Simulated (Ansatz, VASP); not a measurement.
**One calculation of HfN, two programs**

```xyz
2
Lattice="0.0000 2.2738 2.2738 2.2738 0.0000 2.2738 2.2738 2.2738 0.0000" Properties=species:S:1:pos:R:3 pbc="T T T"
Hf    0.0046    0.0000    0.0015
N     2.2156    2.2738    2.2544
```

Change from the starting cell: mode 4 frozen in at -0.058 Å and mode 6 at -0.019 Å (largest displacements).

Alike in both runs: task single point; functional PBE; k mesh 16 × 16 × 16; occupations gaussian, width 0.15 eV; no spin polarisation.

|  | VASP | Ansatz |
| --- | --- | --- |
| version | VASP 6.6.1 | Ansatz 0.2.0 |
| potentials or method | VASP PAW PBE potentials, release 64 (Hf_pv, N), cutoff 520 eV | scalar-relativistic, plane waves, PAW |
| valence electrons in the cell | 15 | 31 |

|  | VASP | Ansatz | Ansatz less VASP |
| --- | --- | --- | --- |
| gap on the k mesh at the Fermi level (eV) | none | none | - |
| pressure (GPa) | -1.7 | 0.6 | +2.30 |
| traceless stress, the component that is largest in VASP (GPa) | 0.90 | 0.91 | +0.014 |
| rms of the force components (eV/Å) | 0.418 | 0.419 | +0.0010 |

Atom by atom the forces differ by 0.001 eV/Å (rms over components). A gap of «none» marks a metal or a gap that the smearing closes. The functional is the same, so the differences come from potentials, cutoffs and numerics. VASP's potentials hold 15 valence electrons a cell and Ansatz's 31, so a difference there can come from the potentials and not from the codes.

Spin-orbit coupling is off throughout.
